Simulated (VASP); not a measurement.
Input of a VASP 6.6.1 run:

File INCAR:

```
PREC     = Accurate       # precision mode
ENCUT    = 600            # plane-wave cutoff, eV
EDIFF    = 1E-7           # SCF threshold, eV
ISMEAR   = 0              # smearing method
SIGMA    = 0.1            # smearing width, eV
LREAL    = F              # projectors in reciprocal space
LASPH    = T              # aspherical terms in the spheres
NELM     = 80             # most SCF steps
ALGO     = Normal         # electronic algorithm
ISIF     = 3              # what is computed and relaxed
LWAVE    = F              # write WAVECAR
LCHARG   = F              # write CHGCAR
GGA      = PE             # functional
IBRION   = 2              # ionic algorithm
NSW      = 90             # ionic steps
EDIFFG   = -0.04          # ionic threshold
```

KPOINTS

```
Automatic mesh
0
Gamma
  6 6 2
```

The input POSCAR:

```
ZnCd2Se3
1.0
    4.0810604100      0.0000000000      0.0000000000
   -2.0405302100      3.5343019900      0.0000000000
    0.0000000000      0.0000000000     10.0106681700
Zn Cd Se
1 2 3
Direct
    0.0000000000      0.0000000000      0.0000000000
    0.3333333300      0.6666666700      0.6616931600
    0.6666666700      0.3333333300      0.3383068400
    0.0000000000      0.0000000000      0.5000000000
    0.3333333300      0.6666666700      0.1769821900
    0.6666666700      0.3333333300      0.8230178100
```

Potentials or basis: VASP PAW PBE potentials, release 64 (Zn, Cd, Se).

Run with:

```console
$ cat potpaw_PBE.64/Zn/POTCAR potpaw_PBE.64/Cd/POTCAR potpaw_PBE.64/Se/POTCAR > POTCAR
$ mpirun -np 1 vasp_std > vasp.out
```

Q: What does it give for the space group after relaxing (to 0.1 Å)?

A: P-3m1 (No. 164).

Q: Predict the relaxed cell.

A: a = 3.971 Å, b = 3.971 Å, c = 9.769 Å, α = 90.00°, β = 90.00°, γ = 120.00°.

Q: Predict the band gap on the k mesh.

A: Zero (bands 27 and 28 overlap by 0.62 eV).

Q: What does it give for the relaxed volume?

A: 22.24 Å³/atom.

Forces on the atoms (eV/Å):
```
Zn   0.000  0.000  0.000
Cd   0.000  0.000  0.005
Cd   0.000  0.000 -0.005
Se   0.000  0.000  0.000
Se   0.000  0.000 -0.033
Se   0.000  0.000  0.033
```

Caveat: semilocal functionals underestimate gaps, and a narrow one can read as zero.
